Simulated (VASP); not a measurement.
# CaSiH6 (P-1) in VASP: single point with r2SCAN+rVV10

Aim: the single point of CaSiH6 with r2SCAN+rVV10.

Everything below comes from runs of VASP 6.6.1. Logs are shortened: lines on timing, memory, paths and dates and some standing lists are left out, and cuts for length are marked.

**1. The cell of the first run**

The typed cell holds 8 atoms: a = 4.382 Å, b = 4.998 Å, c = 4.371 Å, α = 73.03°, β = 85.72°, γ = 50.63°.

**2. Single point, r2SCAN+rVV10**

POSCAR

```
CaSiH6
1.0
    4.3378807718      0.6057791346     -0.1291521429
    2.5947562467      4.2378104986     -0.5371411610
    0.1829097978      1.8915496735      3.9363368243
Ca Si H
1 1 6
Direct
    0.0000000000      0.0000000000      0.0000000000
    0.5000000000      0.0000000000      0.5000000000
    0.6118085640      0.8080205405      0.2346740289
    0.3881914360      0.1919794595      0.7653259711
    0.5713680866      0.6552946478      0.7679821918
    0.4286319134      0.3447053522      0.2320178082
    0.0470278186      0.1913276344      0.4207528034
    0.9529721814      0.8086723656      0.5792471966
```

INCAR.step1

```
SYSTEM = CaSiH6
PREC     = Accurate       ! precision mode
ENCUT    = 520            ! plane-wave cutoff, eV
ISMEAR   = -1             ! smearing method
SIGMA    = 0.03           ! smearing width, eV
LREAL    = .False.        ! projectors in reciprocal space
LASPH    = .True.         ! aspherical terms in the spheres
NELM     = 100            ! most SCF steps
NBANDS   = 20             ! bands
GGA      = PE             ! functional
ALGO     = Normal         ! electronic algorithm
EDIFF    = 1E-4           ! SCF threshold, eV
LWAVE    = .True.         ! write WAVECAR
LCHARG   = .False.        ! write CHGCAR
```

INCAR.step2

```
SYSTEM = CaSiH6
PREC     = Accurate       ! precision mode
ENCUT    = 520            ! plane-wave cutoff, eV
EDIFF    = 1E-6           ! SCF threshold, eV
ISMEAR   = -1             ! smearing method
SIGMA    = 0.03           ! smearing width, eV
LREAL    = .False.        ! projectors in reciprocal space
LASPH    = .True.         ! aspherical terms in the spheres
NELM     = 100            ! most SCF steps
ALGO     = Normal         ! electronic algorithm
ISIF     = 2              ! what is computed and relaxed
LWAVE    = .False.        ! write WAVECAR
LCHARG   = .False.        ! write CHGCAR
METAGGA  = R2SCAN         ! meta-GGA
LMIXTAU  = .True.       
LUSE_VDW = .True.       
IVDW_NL  = 2            
BPARAM   = 11.95        
CPARAM   = 0.0093       
NBANDS   = 20             ! bands
ISTART   = 1
```

KPOINTS

```
Automatic mesh
0
Gamma
  6 6 6
  0 0 0
```

Potentials or basis: VASP PAW PBE potentials, release 64 (Ca_sv, Si, H).

Run with:

```sh
> cat potpaw_PBE.64/Ca_sv/POTCAR potpaw_PBE.64/Si/POTCAR potpaw_PBE.64/H/POTCAR > POTCAR
> cp INCAR.step1 INCAR
> mpirun -np 1 vasp_std > vasp.out
> cp INCAR.step2 INCAR
> mpirun -np 1 vasp_std > vasp.out
```

OUTCAR:

```text
SYSTEM = CaSiH6
   PREC = Accurate
   ENCUT = 520
   EDIFF = 1E-6
   ISMEAR = -1
   LREAL = .False.
   LASPH = .True.
   NELM = 100
   ISIF = 2
   METAGGA = R2SCAN
   IVDW_NL = 2
   BPARAM = 11.95
   ISTART = 1

 ion  position               nearest neighbor table
   1  0.000  0.000  0.000-   2 2.98   2 2.98
   2  0.500  0.000  0.500-   3 1.57   4 1.57   7 1.57   8 1.57   5 1.62   6 1.62   1 2.98   1 2.98

   3  0.612  0.808  0.235-   2 1.57
   4  0.388  0.192  0.765-   2 1.57
   5  0.571  0.655  0.768-   2 1.62
   6  0.429  0.345  0.232-   2 1.62
   7  0.047  0.191  0.421-   2 1.57
   8  0.953  0.809  0.579-   2 1.57

  LATTYP: Found a triclinic cell.
 ALAT       =     4.3818783902
 B/A-ratio  =     1.4642797862
 C/A-ratio  =     0.9240946328
 COS(alpha) =     0.0139798110
 COS(beta)  =     0.2991851554
 COS(gamma) =     0.7338239235

  Lattice vectors:

 A1 = (   4.3378807718,   0.6057791346,  -0.1291521429)
 A2 = (   4.5207905696,   2.4973288081,   3.8071846814)
 A3 = (   1.7431245251,  -3.6320313640,   0.4079890181)

Analysis of symmetry for initial positions (statically):
=====================================================================
 Subroutine PRICEL returns:
 Original cell was already a primitive cell.

 Routine SETGRP: Setting up the symmetry group for a
 triclinic supercell.

 Subroutine GETGRP returns: Found  2 space group operations
 (whereof  2 operations were pure point group operations)
 out of a pool of  2 trial point group operations.

The static configuration has the point symmetry S_2 .

Analysis of symmetry for dynamics (positions and initial velocities):
=====================================================================
 Subroutine PRICEL returns:
 Original cell was already a primitive cell.

 Routine SETGRP: Setting up the symmetry group for a
 triclinic supercell.

 Subroutine GETGRP returns: Found  2 space group operations
 (whereof  2 operations were pure point group operations)
 out of a pool of  2 trial point group operations.

The dynamic configuration has the point symmetry S_2 .

 Subroutine INISYM returns: Found  2 space group operations
 (whereof  2 operations are pure point group operations),
 and found     1 'primitive' translations

----------------------------------------------------------------------------------------

                                     Primitive cell

  volume of cell :      69.9889

  direct lattice vectors                    reciprocal lattice vectors
     4.337880772  0.605779135 -0.129152143     0.252861129 -0.147338781  0.059051818
     2.594756247  4.237810499 -0.537141161    -0.037560920  0.244309837 -0.115654212
     0.182909798  1.891549673  3.936336824     0.003170979  0.028503595  0.240198965

  length of vectors
     4.381878390  4.998031455  4.371059798     0.298554156  0.272899278  0.241905049

  position of ions in fractional coordinates (direct lattice)
     0.000000000  0.000000000  0.000000000
     0.500000000  1.000000000  0.500000000
     0.611808564  0.808020541  0.234674029
     0.388191436  0.191979459  0.765325971
     0.571368087  0.655294648  0.767982192
     0.428631913  0.344705352  0.232017808
     0.047027819  0.191327634  0.420752803
     0.952972181  0.808672366  0.579247197

  ion indices of the primitive-cell ions
   primitive index   ion index
                 1           1
                 2           2
                 3           3
                 4           4
                 5           5
                 6           6
                 7           7
                 8           8

----------------------------------------------------------------------------------------

 KPOINTS: Automatic mesh

Automatic generation of k-mesh.
 Grid dimensions read from file:
 generate k-points for:    6    6    6

 Generating k-lattice:

  Cartesian coordinates                     Fractional coordinates (reciprocal lattice)
     0.042143521 -0.024556463  0.009841970     0.166666667 -0.000000000  0.000000000
    -0.006260153  0.040718306 -0.019275702     0.000000000  0.166666667  0.000000000
     0.000528496  0.004750599  0.040033161    -0.000000000  0.000000000  0.166666667

  Length of vectors
     0.049759026  0.045483213  0.040317508

  Shift w.r.t. Gamma in fractional coordinates (k-lattice)
     0.000000000  0.000000000  0.000000000

 Subroutine IBZKPT returns following result:
 ===========================================

 Found    112 irreducible k-points:

 Following reciprocal coordinates:
            Coordinates               Weight
  0.000000  0.000000  0.000000      1.000000
  0.166667  0.000000  0.000000      2.000000
  0.333333  0.000000  0.000000      2.000000
  0.500000  0.000000 -0.000000      1.000000
 -0.000000  0.166667  0.000000      2.000000
  0.166667  0.166667 -0.000000      2.000000
[... 16 lines left out ...]
  0.333333  0.000000  0.166667      2.000000
  0.500000  0.000000  0.166667      2.000000
 [... further k-points ...]
   k-points           NKPTS =    112   k-points in BZ     NKDIM =    112   number of bands    NBANDS=     20
   number of dos      NEDOS =    301   number of ions     NIONS =      8
   total plane-waves  NPLWV =  51840
   dimension x,y,z NGX =    36 NGY =   40 NGZ =   36
   dimension x,y,z NGXF=    72 NGYF=   80 NGZF=   72
   ions per type =               1   1   6
   NGX,Y,Z   is equivalent  to a cutoff of  13.66, 13.30, 13.69 a.u.
   NGXF,Y,Z  is equivalent  to a cutoff of  27.32, 26.61, 27.38 a.u.
 SYSTEM =  CaSiH6
   PREC   = accura    normal or accurate (medium, high low for compatibility)
   ISTART =      1    job   : 0-new  1-cont  2-samecut
   ICHARG =      0    charge: 1-file 2-atom 10-const
   ISPIN  =      1    spin polarized calculation?
   LNONCOLLINEAR =      F non collinear calculations
   LSORBIT =      F    spin-orbit coupling
   LASPH  =      T    aspherical Exc in radial PAW
   ENCUT  =  520.0 eV  38.22 Ry    6.18 a.u.   8.15  9.29  8.13*2*pi/ulx,y,z
   NELM   =    100;   NELMIN=  2; NELMDL=  0     # of ELM steps
   EDIFF  = 0.1E-05   stopping-criterion for ELM
   LREAL  =      F    real-space projection
   EDIFFG = 0.1E-04   stopping-criterion for IOM
   NSW    =      0    number of steps for IOM
   IBRION =     -1    ionic relax: 0-MD 1-quasi-New 2-CG
   NFREE  =      0    steps in history (QN), initial steepest desc. (CG)
   ISIF   =      2    stress and relaxation
   ISYM   =      2    0-nonsym 1-usesym 2-fastsym
   POTIM  = 0.5000    time-step for ionic-motion
   TEBEG  =    0.0;   TEEND  =   0.0 temperature during run
   PSTRESS=    0.0 pullay stress
   NELECT =      20.0000    total number of electrons
   NUPDOWN=      -1.0000    fix difference up-down
   EMIN   =  10.00;   EMAX   =-10.00  energy-range for DOS
   EFERMI =   0.00;   METHOD = LEGACY
   ISMEAR =    -1;   SIGMA  =   0.03  broadening in eV -4-tet -1-fermi 0-gaus
   EFERMI_NEDOS =   21; number of points for ismear=-14 and -15
   IALGO  =     38    algorithm
   IMIX   =      4    mixing-type and parameters
     AMIX     =   0.40;   BMIX     =  1.00
     AMIX_MAG =   1.60;   BMIX_MAG =  1.00
  volume/ion in A,a.u.               =       8.75        59.04
  Fermi-wavevector in a.u.,A,eV,Ry     =   1.078305  2.037701 15.820068  1.162742
  Thomas-Fermi vector in A             =   2.214240
   LORBIT       =      0    0 simple, 1 ext, 2 COOP (PROOUT), +10 PAW based schemes
   METAGGA = R2SCAN    functional components
   LHFCALC =     F    Hartree Fock is set to
   AEXX    =    0.0000 exact exchange contribution
   IVDW_NL    =     2    kernel type
   BPARAM     =11.9500
   IVDW    =     0    specifies the selected vdW correction
   LEPSILON=     F    determine dielectric tensor
   LRPA    =     F    only Hartree local field effects (RPA)
 non-spin polarized calculation
  energy-cutoff  :      520.00
  volume of cell :       69.99
 maximum number of plane-waves:      1900
 NGX is ok and might be reduce to    36
   NGX = 17   NGY = 19   NGZ = 17

 number of electron      20.0000001 magnetization

 Free energy of the ion-electron system (eV)
  ---------------------------------------------------
  ext. energy  EPLUGINS =         0.00000000
  ---------------------------------------------------
  free energy    TOTEN  =       -37.71913987 eV

  energy without entropy =      -37.71913987  energy(sigma->0) =      -37.71913987

 E-fermi :   3.1228     XC(G=0):  -9.5686

 val. band max:        2.4457422762   @ k =   0.5000   0.5000   0.5000
 cond. band min:       4.2481100460   @ k =   0.0000   0.0000   0.0000
 fundamental gap:      1.8023677698
 Fermi energy:         3.1227888205

 k-point     1 :       0.0000    0.0000    0.0000
  band No.  band energies     occupation
      1     -39.9013      2.00000
      2     -20.0787      2.00000
      3     -20.0353      2.00000
      4     -19.9915      2.00000
      5      -8.9424      2.00000
      6      -1.9959      2.00000
[... 12 lines left out ...]
     19      10.8651      0.00000
     20      11.4208      0.00000

 k-point     2 :       0.1667    0.0000    0.0000
  band No.  band energies     occupation
      1     -39.9000      2.00000
      2     -20.0808      2.00000
      3     -20.0393      2.00000
      4     -20.0107      2.00000
      5      -8.6630      2.00000
      6      -2.3698      2.00000
[... 12 lines left out ...]
     19      11.2854      0.00000
     20      12.0002      0.00000

 k-point     3 :       0.3333    0.0000    0.0000
  band No.  band energies     occupation
      1     -39.8975      2.00000
      2     -20.0917      2.00000
      3     -20.0527      2.00000
      4     -20.0360      2.00000
      5      -7.9558      2.00000
      6      -3.5161      2.00000
[... 12 lines left out ...]
     19      10.8647      0.00000
     20      11.9169      0.00000

 k-point     4 :       0.5000    0.0000   -0.0000
  band No.  band energies     occupation
      1     -39.8963      2.00000
      2     -20.1016      2.00000
      3     -20.0657      2.00000
      4     -20.0376      2.00000
      5      -7.4449      2.00000
      6      -4.2809      2.00000
[... 429 lines left out ...]
 k-point    23 :       0.3333    0.0000    0.1667
  band No.  band energies     occupation
      1     -39.8971      2.00000
      2     -20.0895      2.00000
      3     -20.0564      2.00000
      4     -20.0433      2.00000
      5      -7.8114      2.00000
      6      -3.4898      2.00000
[... 12 lines left out ...]
     19      11.0003      0.00000
     20      12.4775      0.00000

 k-point    24 :       0.5000    0.0000    0.1667
  band No.  band energies     occupation
      1     -39.8959      2.00000
      2     -20.0999      2.00000
      3     -20.0643      2.00000
      4     -20.0476      2.00000
      5      -7.3862      2.00000
      6      -4.1529      2.00000
[... 12 lines left out ...]
     19      11.6571      0.00000
     20      12.6280      0.00000

 [... further k-points ...]

------------------------ aborting loop because EDIFF is reached ----------------------------------------

  FORCE on cell =-STRESS in cart. coord.  units (eV):
  Direction    XX          YY          ZZ          XY          YZ          ZX
  --------------------------------------------------------------------------------------
  -------------------------------------------------------------------------------------
  Total       -0.0007091     -0.0372199     -0.0217496     -0.0065961      0.0301973     -0.0300771
  in kB       -0.0162317     -0.8520337     -0.4978879     -0.1509979      0.6912736     -0.6885203
  external PRESSURE =      -0.4553844 kB  Pullay stress =       0.0000000 kB

 VOLUME and BASIS-vectors are now :
 -----------------------------------------------------------------------------
  energy-cutoff  :      520.00
  volume of cell :       69.99
      direct lattice vectors                 reciprocal lattice vectors
     4.337880772  0.605779135 -0.129152143     0.252861129 -0.147338781  0.059051818
     2.594756247  4.237810499 -0.537141161    -0.037560920  0.244309837 -0.115654212
     0.182909798  1.891549673  3.936336824     0.003170979  0.028503595  0.240198965

 POSITION                                       TOTAL-FORCE (eV/Angst)
 -----------------------------------------------------------------------------------
      0.00000      0.00000      0.00000        -0.000000     -0.000000      0.000000
      2.26040      1.24866      1.90359         0.000000     -0.000000      0.000000
      4.79349      4.23876      0.41072         0.002047      0.009278      0.011011
      2.32205      2.49638      2.85932        -0.002047     -0.009278     -0.011011
      4.31933      4.57581      2.59726         0.008582      0.002437     -0.011636
      2.79622      2.15933      0.67279        -0.008582     -0.002437      0.011636
      0.77741      1.63517      1.54738         0.014412      0.000623      0.003297
      6.33814      5.09997      1.72266        -0.014412     -0.000623     -0.003297
 -----------------------------------------------------------------------------------
    total drift:                                0.000000     -0.000000     -0.000000

  FREE ENERGIE OF THE ION-ELECTRON SYSTEM (eV)
  ---------------------------------------------------
  free  energy   TOTEN  =       -37.7191398707 eV

  energy  without entropy=      -37.7191398707  energy(sigma->0) =      -37.71913987
```

Wall time 10 min (1 thread of Intel Xeon Platinum 8488C (Sapphire Rapids), shared host); peak memory 0.53 GiB.

What came out:

```
Free energy            : -37.7191 eV
Pressure               : 0.0 GPa
Largest force          : 0.015 eV/Å
Band gap on the k mesh : 1.80 eV (least direct gap 2.94 eV)
```

Forces on the atoms (eV/Å):
```
Ca   0.000  0.000  0.000
Si   0.000  0.000  0.000
H    0.002  0.009  0.011
H   -0.002 -0.009 -0.011
H    0.009  0.002 -0.012
H   -0.009 -0.002  0.012
H    0.014  0.001  0.003
H   -0.014 -0.001 -0.003
```

Stress tensor (GPa, compression positive):
```
 0.00 -0.02 -0.07
-0.02 -0.09  0.07
-0.07  0.07 -0.05
```

Caveat: the PAW data sets were made with another functional, which shifts forces and pressure a little.
